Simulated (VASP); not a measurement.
A run of VASP 6.6.1:

POSCAR

```
Pb
1.0
    2.6813915012     -4.5444613361      0.0000000000
    2.6813915012      4.5444613361      0.0000000000
    0.0000000000      0.0000000000      5.3699164181
Pb
4
Direct
    0.1525000000      0.8475000000      0.0785000000
    0.6525000000      0.3475000000      0.4215000000
    0.8475000000      0.1525000000      0.9215000000
    0.3475000000      0.6525000000      0.5785000000
```

Contents of INCAR.step1:

```
  PREC = Accurate
  ENCUT = 550
  ISMEAR = 0
  SIGMA = 0.1
  LREAL = F
  LASPH = T
  NELM = 120
  GGA = PE
  ALGO = Normal
  EDIFF = 1E-5
  LWAVE = T
  LCHARG = F
  GGA_COMPAT = F
  IBRION = 2
  ISIF = 3
  EDIFFG = -0.005
  NELMIN = 4
  NSW = 100
```

Contents of INCAR.step2:

```
  PREC = Accurate
  ENCUT = 550
  EDIFF = 1E-7
  ISMEAR = 0
  SIGMA = 0.1
  LREAL = F
  LASPH = T
  NELM = 120
  ALGO = Normal
  ISIF = 3
  LWAVE = F
  LCHARG = F
  METAGGA = R2SCAN
  LMIXTAU = T
  IBRION = 2
  NSW = 90
  EDIFFG = -0.04
  ISTART = 1
  GGA_COMPAT = F
  NELMIN = 4
```

Contents of KPOINTS:

```
Automatic mesh
0
Gamma
  4 4 4
```

Potentials or basis: VASP PAW PBE potentials, release 64 (Pb_d).

Run with:

```console
$ cat potpaw_PBE.64/Pb_d/POTCAR > POTCAR
$ cp INCAR.step1 INCAR
$ mpirun -np 1 vasp_std > vasp.out
$ cp INCAR.step2 INCAR
$ mpirun -np 1 vasp_std > vasp.out
```

Hardware: 1 thread of Oxide Virtual Turin-like Processor, on a shared host.

Problem. How long does it take, and how much memory?

Solution. It took 110 min on 1 thread of Oxide Virtual Turin-like Processor, with other jobs on the host, peak memory 0.28 GiB. Counts: k points 21, ion steps 10.
